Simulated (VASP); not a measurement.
# Ca5B3 (Im-3m) in VASP: single point with PBE

Aim: the single point of Ca5B3 with PBE.

Everything below comes from runs of VASP 6.6.1. Logs are shortened: lines on timing, memory, paths and dates and some standing lists are left out, and cuts for length are marked.

## Step 1: The cell of the first run

Symmetry: Im-3m, No. 229, cubic system. Conventional cell: a = 6.935 Å, b = 6.935 Å, c = 6.935 Å, α = 90.00°, β = 90.00°, γ = 90.00°. Ca (site symmetry m-3m) has 8 Ca at 3.00 Å and 6 B at 3.47 Å within 4.0 Å. Within 4.0 Å of Ca (site symmetry -3m) lie 8 Ca at 3.00 to 3.47 Å and 6 B at 3.00 Å. Within 4.0 Å of B (site symmetry 4/mmm) lie 10 Ca at 3.00 to 3.47 Å and 4 B at 3.47 Å.

## Step 2: Single point, PBE

The input, POSCAR:

```
Ca5B3
1.0
   -3.4673715206      3.4673715206      3.4673715206
    3.4673715206     -3.4673715206      3.4673715206
    3.4673715206      3.4673715206     -3.4673715206
Ca B
5 3
Direct
    0.0000000000      0.0000000000      0.0000000000
    0.0000000000      0.0000000000      0.5000000000
    0.0000000000      0.5000000000      0.0000000000
    0.5000000000      0.0000000000      0.0000000000
    0.5000000000      0.5000000000      0.5000000000
    0.0000000000      0.5000000000      0.5000000000
    0.5000000000      0.5000000000      0.0000000000
    0.5000000000      0.0000000000      0.5000000000
```

The input, INCAR.step1:

```
ALGO = Fast
EDIFF = 1E-6
ENCUT = 520
GGA = PE
ISIF = 2
ISMEAR = 0
LASPH = T
LCHARG = T
LREAL = F
LWAVE = F
NBANDS = 40
NELM = 80
PREC = Accurate
SIGMA = 0.1
```

The input, KPOINTS.step1:

```
k-points
0
Gamma
  8 8 8
```

The input, INCAR.step2:

```
ALGO = Fast
EDIFF = 1E-6
ENCUT = 520
GGA = PE
ICHARG = 11
ISIF = 2
ISMEAR = -5
LASPH = T
LCHARG = F
LORBIT = 11
LREAL = F
LWAVE = F
NEDOS = 1001
NELM = 80
PREC = Accurate
SIGMA = 0.1
```

The input, KPOINTS.step2:

```
k-points
0
Gamma
  12 12 12
```

Potentials or basis: VASP PAW PBE potentials, release 64 (Ca_sv, B).

Launch:

```sh
$ cat potpaw_PBE.64/Ca_sv/POTCAR potpaw_PBE.64/B/POTCAR > POTCAR
$ cp INCAR.step1 INCAR
$ cp KPOINTS.step1 KPOINTS
$ mpirun -np 1 vasp_std > vasp.out
$ cp INCAR.step2 INCAR
$ cp KPOINTS.step2 KPOINTS
$ mpirun -np 1 vasp_std > vasp.out
```

OUTCAR:

```text
EDIFF = 1E-6
   ENCUT = 520
   GGA = PE
   ICHARG = 11
   ISIF = 2
   ISMEAR = -5
   LASPH = T
   LORBIT = 11
   LREAL = F
   NELM = 80
   PREC = Accurate

 ion  position               nearest neighbor table
   1  0.000  0.000  0.000-   2 3.00   3 3.00   4 3.00   5 3.00   2 3.00   3 3.00   4 3.00   5 3.00

   2  0.000  0.000  0.500-   1 3.00   1 3.00
   3  0.000  0.500  0.000-   1 3.00   1 3.00
   4  0.500  0.000  0.000-   1 3.00   1 3.00
   5  0.500  0.500  0.500-   1 3.00   1 3.00
   6  0.000  0.500  0.500-
   7  0.500  0.500  0.000-
   8  0.500  0.000  0.500-

  LATTYP: Found a body centered cubic cell.
 ALAT       =     6.9347430412

  Lattice vectors:

 A1 = (  -3.4673715206,   3.4673715206,   3.4673715206)
 A2 = (   3.4673715206,  -3.4673715206,   3.4673715206)
 A3 = (   3.4673715206,   3.4673715206,  -3.4673715206)

Analysis of symmetry for initial positions (statically):
=====================================================================
 Subroutine PRICEL returns:
 Original cell was already a primitive cell.

 Routine SETGRP: Setting up the symmetry group for a
 body centered cubic supercell.

 Subroutine GETGRP returns: Found 48 space group operations
 (whereof 48 operations were pure point group operations)
 out of a pool of 48 trial point group operations.

The static configuration has the point symmetry O_h .

Analysis of symmetry for dynamics (positions and initial velocities):
=====================================================================
 Subroutine PRICEL returns:
 Original cell was already a primitive cell.

 Routine SETGRP: Setting up the symmetry group for a
 body centered cubic supercell.

 Subroutine GETGRP returns: Found 48 space group operations
 (whereof 48 operations were pure point group operations)
 out of a pool of 48 trial point group operations.

The dynamic configuration has the point symmetry O_h .

 Subroutine INISYM returns: Found 48 space group operations
 (whereof 48 operations are pure point group operations),
 and found     1 'primitive' translations

----------------------------------------------------------------------------------------

                                     Primitive cell

[... 113 lines left out ...]
   TEBEG  =    0.0;   TEEND  =   0.0 temperature during run
   PSTRESS=    0.0 pullay stress
   NELECT =      59.0000    total number of electrons
   NUPDOWN=      -1.0000    fix difference up-down
   EMIN   =  10.00;   EMAX   =-10.00  energy-range for DOS
   EFERMI =   0.00;   METHOD = LEGACY
   ISMEAR =    -5;   SIGMA  =   0.10  broadening in eV -4-tet -1-fermi 0-gaus
   EFERMI_NEDOS =   21; number of points for ismear=-14 and -15
   IALGO  =     68    algorithm
   IMIX   =      4    mixing-type and parameters
     AMIX     =   0.40;   BMIX     =  1.00
     AMIX_MAG =   1.60;   BMIX_MAG =  1.00
  volume/ion in A,a.u.               =      20.84       140.66
  Fermi-wavevector in a.u.,A,eV,Ry     =   1.157902  2.188117 18.241834  1.340737
  Thomas-Fermi vector in A             =   2.294509
   LORBIT       =     11    0 simple, 1 ext, 2 COOP (PROOUT), +10 PAW based schemes
   GGA     = PE    functional components
   LHFCALC =     F    Hartree Fock is set to
   AEXX    =    0.0000 exact exchange contribution
   IVDW    =     0    specifies the selected vdW correction
   LEPSILON=     F    determine dielectric tensor
   LRPA    =     F    only Hartree local field effects (RPA)
 non-spin polarized calculation
 RMM-DIIS sequential band-by-band and
 Fermi weights with tetrahedron method with Bloechl corrections
  energy-cutoff  :      520.00
  volume of cell :      166.75
 maximum number of plane-waves:      4537
 NGX is ok and might be reduce to    48

 number of electron      58.9999986 magnetization

 Free energy of the ion-electron system (eV)
  ---------------------------------------------------
  ext. energy  EPLUGINS =         0.00000000
  ---------------------------------------------------
  free energy    TOTEN  =       -23.19724013 eV

  energy without entropy =      -23.19724013  energy(sigma->0) =      -23.19724013

 E-fermi :   3.6216     XC(G=0):  -9.5176

 val. band max:        3.6480323046   @ k =   0.2500   0.0833   0.0000
 cond. band min:       3.4862875883   @ k =   0.3333   0.1667   0.1667
 fundamental gap:     -0.1617447164
 Fermi energy:         3.6216189277

 k-point     1 :       0.0000    0.0000    0.0000
  band No.  band energies     occupation
      1     -38.3957      2.00000
      2     -37.2689      2.00000
      3     -37.2345      2.00000
      4     -37.2345      2.00000
      5     -37.2345      2.00000
      6     -19.7013      2.00000
[... 901 lines left out ...]
     34       4.5870      0.00000
     35       4.8000      0.00000

 [... further k-points ...]
[... 5 lines left out ...]
  --------------------------------------------------------------------------------------
  -------------------------------------------------------------------------------------
  Total        0.1986510      0.1986510      0.1986510      0.0000000     -0.0000000     -0.0000000
  in kB        1.9087114      1.9087114      1.9087114      0.0000000     -0.0000000     -0.0000000
  external PRESSURE =       1.9087114 kB  Pullay stress =       0.0000000 kB

 VOLUME and BASIS-vectors are now :
 -----------------------------------------------------------------------------
  energy-cutoff  :      520.00
  volume of cell :      166.75
      direct lattice vectors                 reciprocal lattice vectors
    -3.467371521  3.467371521  3.467371521     0.000000000  0.144201450  0.144201450
     3.467371521 -3.467371521  3.467371521     0.144201450  0.000000000  0.144201450
     3.467371521  3.467371521 -3.467371521     0.144201450  0.144201450  0.000000000

 POSITION                                       TOTAL-FORCE (eV/Angst)
 -----------------------------------------------------------------------------------
      0.00000      0.00000      0.00000        -0.000000      0.000000     -0.000000
      1.73369      1.73369     -1.73369         0.000000     -0.000000      0.000000
      1.73369     -1.73369      1.73369        -0.000000     -0.000000     -0.000000
     -1.73369      1.73369      1.73369         0.000000     -0.000000     -0.000000
      1.73369      1.73369      1.73369         0.000000     -0.000000      0.000000
      3.46737      0.00000      0.00000        -0.000000      0.000000      0.000000
      0.00000      0.00000      3.46737        -0.000000      0.000000     -0.000000
      0.00000      3.46737      0.00000         0.000000      0.000000     -0.000000
 -----------------------------------------------------------------------------------
    total drift:                                0.000000      0.000000     -0.000000

  FREE ENERGIE OF THE ION-ELECTRON SYSTEM (eV)
  ---------------------------------------------------
  free  energy   TOTEN  =       -23.1972401278 eV

  energy  without entropy=      -23.1972401278  energy(sigma->0) =      -23.19724013

 total charge

# of ion       s       p       d       tot
------------------------------------------
    1        2.126   5.831   0.360   8.316
    2        2.066   5.847   0.291   8.204
    3        2.066   5.847   0.291   8.204
    4        2.066   5.847   0.291   8.204
    5        2.066   5.847   0.291   8.204
    6        0.725   0.741   0.000   1.466
    7        0.725   0.741   0.000   1.466
    8        0.725   0.741   0.000   1.466
--------------------------------------------------
tot         12.566  31.444   1.523  45.532
```

OSZICAR.step1:

```text
N       E                     dE             d eps       ncg     rms          rms(c)
DAV:   1     0.574239072079E+03    0.57424E+03   -0.28390E+04  2320   0.140E+03
DAV:   2     0.145438765790E+02   -0.55970E+03   -0.54924E+03  2400   0.422E+02
[... 14 lines left out ...]
RMM:  17    -0.232122298600E+02    0.80990E-05   -0.37894E-04  3748   0.955E-02    0.412E-02
RMM:  18    -0.232122343597E+02   -0.44997E-05   -0.72864E-05  4167   0.316E-02    0.398E-02
RMM:  19    -0.232122274029E+02    0.69568E-05   -0.36848E-05  3412   0.169E-02    0.259E-02
RMM:  20    -0.232122230569E+02    0.43460E-05   -0.24189E-05  3284   0.156E-02    0.129E-02
RMM:  21    -0.232122216524E+02    0.14045E-05   -0.18885E-05  2887   0.128E-02    0.228E-03
RMM:  22    -0.232122219802E+02   -0.32779E-06   -0.95760E-06  2298   0.873E-03
   1 F= -.23212222E+02 E0= -.23202513E+02  d E =-.194180E-01
```

Wall time 11 min (1 thread of AMD EPYC 9R45 (Zen 5), shared host); peak memory 0.48 GiB.

What came out:

```
Valence electrons inside the program's atomic spheres : Ca 8.32, 8.20 (each value once); B 1.47
```

Caveat: tetrahedron occupations give inexact forces and stress in metals.
